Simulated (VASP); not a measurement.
Set up this calculation in VASP 6.6.1, as the native input.

```yaml
Task: single point
Functional: PBE
Potentials_or_basis: VASP PAW PBE potentials, release 64 (Li_sv, C)
Cutoff: 520 eV
k_mesh: 6 × 6 × 6
Occupations: gaussian, width 0.1 eV
Spin: no spin polarisation
Dipole_correction: no
Further_INCAR_settings: ALGO = Normal; EDIFF = 1e-07; NBANDS = 16
```

The structure of LiC3 lies in POSCAR:

```
LiC3
1.0
    3.2408255504      0.0000000000      0.0000000000
    0.0000000000      3.2408255504      0.0000000000
    0.0000000000      0.0000000000      3.2408255504
Li C
1 3
Direct
    0.0000000000      0.0000000000      0.0000000000
    0.0000000000      0.5000000000      0.5000000000
    0.5000000000      0.0000000000      0.5000000000
    0.5000000000      0.5000000000      0.0000000000
```

One way to write it, as run:

INCAR

```
SYSTEM = LiC3
ALGO = Normal
EDIFF = 1E-7
ENCUT = 520
GGA = PE
ISIF = 2
ISMEAR = 0
LASPH = .True.
LCHARG = .False.
LREAL = .False.
LWAVE = .False.
NBANDS = 16
NELM = 80
PREC = Accurate
SIGMA = 0.1
```

KPOINTS

```
k-points
0
Gamma
  6 6 6
  0 0 0
```

Potentials or basis: VASP PAW PBE potentials, release 64 (Li_sv, C).

The run is started by

```console
$ cat potpaw_PBE.64/Li_sv/POTCAR potpaw_PBE.64/C/POTCAR > POTCAR
$ mpirun -np 1 vasp_std > vasp.out
```

It gave:

```yaml
Band_gap_on_the_k_mesh: zero (an odd number of electrons rules out a gap without spin polarisation)
```

Caveat: an odd number of electrons without spin polarisation forces a metal; a magnetic or distorted state may lie lower.

Run time: 6.5 s on 1 thread of Intel(R) Xeon(R) Platinum 8259CL CPU @ 2.50GHz (Skylake/Cascade Lake), on a shared host, peak memory 0.13 GiB.
